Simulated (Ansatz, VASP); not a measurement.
RuS2 in VASP and in Ansatz

```xyz
12
Lattice="5.5954 0.0000 0.0000 0.0000 5.5954 0.0000 0.0000 0.0000 5.5954" Properties=species:S:1:pos:R:3 pbc="T T T"
Ru    0.0000    0.0000    0.0000
Ru    2.7977    0.0000    2.7977
Ru    2.7977    2.7977    0.0000
Ru    0.0000    2.7977    2.7977
S     2.1707    2.1707    2.1707
S     0.6270    3.4247    4.9684
S     4.9684    0.6270    3.4247
S     3.4247    4.9684    0.6270
S     3.4247    3.4247    3.4247
S     4.9684    2.1707    0.6270
S     0.6270    4.9684    2.1707
S     2.1707    0.6270    4.9684
```

Alike in both runs: functional r2SCAN; k mesh 6 × 6 × 6; occupations fermi-dirac, width 0.02 eV; no spin polarisation.

Ansatz relaxed the structure, and its values are those at the end. VASP's run is a single point on that final structure, the one shown.

|  | VASP | Ansatz |
| --- | --- | --- |
| version | VASP 6.6.1 | Ansatz 0.2.0 |
| potentials or method | VASP PAW PBE potentials, release 64 (Ru_pv, S), cutoff 520 eV | PAW plane waves |
| valence electrons in the cell | 104 | 112 |

VASP gave:

| Property | Result |
| --- | --- |
| gap on the k mesh at the Fermi level (eV) | 0.89 |
| pressure (GPa) | 3.6 |
| rms of the force components (eV/Å) | 0.017 |

Q: Which values does Ansatz return?

A: gap on the k mesh at the Fermi level (eV): 0.90; pressure (GPa): 3.9; rms of the force components (eV/Å): 0.002.

VASP's potentials were made for PBE, not for r2SCAN. VASP's potentials hold 104 valence electrons a cell and Ansatz's 112, so a difference there can come from the potentials and not from the codes. Ansatz's warnings: stress scf threshold loose.
